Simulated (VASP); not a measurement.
Runs of VASP 6.6.1 on La2O3. The structure is that of space group P-3m1 (No. 164), or close to it. The cells are those of the table. 

```tsv
cell	gap on the mesh (eV)	pressure (GPa)	largest force (eV/Å)
a = 3.795, b = 3.795, c = 5.901 Å, angles 90.0, 90.0, 120.0°, 5 atoms	(a)	19.6	0.91
a = 3.931, b = 3.931, c = 6.112 Å, angles 90.0, 90.0, 120.0°, 5 atoms	3.86	1.6	0.01
a = 3.995, b = 3.995, c = 6.212 Å, angles 90.0, 90.0, 120.0°, 5 atoms	3.78	-4.4	0.34
a = 4.058, b = 4.058, c = 6.309 Å, angles 90.0, 90.0, 120.0°, 5 atoms	3.70	-9.0	0.62
a = 3.963, b = 3.963, c = 6.162 Å, angles 90.0, 90.0, 120.0°, 5 atoms	3.82	-1.6	0.18
a = 4.027, b = 4.027, c = 6.261 Å, angles 90.0, 90.0, 120.0°, 5 atoms	3.74	-6.9	0.49
a = 3.864, b = 3.864, c = 6.008 Å, angles 90.0, 90.0, 120.0°, 5 atoms	3.87	9.4	0.41
a = 3.898, b = 3.898, c = 6.061 Å, angles 90.0, 90.0, 120.0°, 5 atoms	3.87	5.2	(b)
```

Alike in all rows: task single point; level PBE; potentials or basis VASP PAW PBE potentials, release 64 (La, O); no spin polarisation; k mesh 6 × 6 × 4; cutoff (eV) 520; smearing gaussian 0.01 eV.

Problem. Fill in the values left out.

Solution. (a) 3.85; (b) 0.20.

Caveats: spin-orbit coupling is left out, which moves the levels of the heavy elements.

A k mesh can miss the band edges, and the runs leave out spin-orbit coupling on La.
